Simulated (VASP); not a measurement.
The system is Li2S.

```
Li S
1.0
     0.00000    2.84529    2.84529
     2.84529    0.00000    2.84529
     2.84529    2.84529    0.00000
Li S
2 1
Cartesian
  1.4226 1.4226 1.4226
  4.2679 4.2679 4.2679
  0.0000 0.0000 0.0000
```

Base run:

- Program: VASP 6.6.1
- Functional: r2SCAN
- Potentials or basis: VASP PAW PBE potentials, release 64 (Li_sv, S)
- Cutoff: 830 eV
- k mesh: 6 × 6 × 6
- Occupations: gaussian, width 0.01 eV
- Spin: no spin polarisation

Its results: band gap on the k mesh 3.86 eV (least direct gap 5.05 eV); pressure -0.2 GPa.

Question: The run is repeated on the same cell with these changes: functional from r2SCAN to HSE06; cutoff from 830 eV to 650 eV. What comes out?

Answer: Band gap on the k mesh 4.33 eV (least direct gap 5.35 eV); pressure -0.6 GPa.

Caveats: the PAW data sets were made with another functional, which shifts forces and pressure a little.

A k mesh can miss the band edges.
